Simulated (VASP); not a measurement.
Wanted: the native input for a VASP 6.6.1 run.

| Item | Value |
| --- | --- |
| Task | single point |
| Functional | PBE |
| Potentials or basis | VASP PAW PBE potentials, release 64 (Mn_pv, O) |
| Cutoff | 520 eV |
| k mesh | 12 × 12 × 8 |
| Occupations | gaussian, width 0.1 eV |
| Spin | no spin polarisation |
| Dipole correction | no |
| Further INCAR settings | ALGO = Normal; EDIFF = 1e-06; NBANDS = 27 |

The structure of MnO lies in POSCAR:

```
MnO
1.0
    3.3717009293      0.0000000000      0.0000000000
   -1.6858504646      2.9199786587      0.0000000000
    0.0000000000      0.0000000000      5.3855000000
Mn O
2 2
Direct
    0.3333333333      0.6666666667      0.0109600000
    0.6666666667      0.3333333333      0.5109600000
    0.3333333333      0.6666666667      0.3754700000
    0.6666666667      0.3333333333      0.8754700000
```

These files were run (other wordings do the same):

INCAR

```
SYSTEM = MnO
  PREC = Accurate
  ENCUT = 520
  EDIFF = 1E-6
  ISMEAR = 0
  SIGMA = 0.1
  LREAL = .FALSE.
  LASPH = .TRUE.
  NELM = 60
  ALGO = Normal
  ISIF = 2
  LWAVE = .FALSE.
  LCHARG = .FALSE.
  GGA = PE
  NBANDS = 27
```

KPOINTS

```
Automatic mesh
0
G
  12 12 8
  0 0 0
```

Potentials or basis: VASP PAW PBE potentials, release 64 (Mn_pv, O).

Run with:

```console
$ cat potpaw_PBE.64/Mn_pv/POTCAR potpaw_PBE.64/O/POTCAR > POTCAR
$ mpirun -np 1 vasp_std > vasp.out
```

Results of the run:

```yaml
Pressure: -28.8 GPa
Largest_force: 0.261 eV/Å
Band_gap_on_the_k_mesh: zero (band 19 reaches 5.59 eV, above the bottom of band 20 at 4.92 eV)
```

Caveat: the run has no spin polarisation, though such a crystal can be magnetic; semilocal functionals often make such compounds metallic where correlation or magnetic order opens a gap, which also shifts bond lengths.

It took 52 s on 1 thread of Intel(R) Xeon(R) 6975P-C (Granite Rapids) (shared host), peak memory 0.24 GiB.
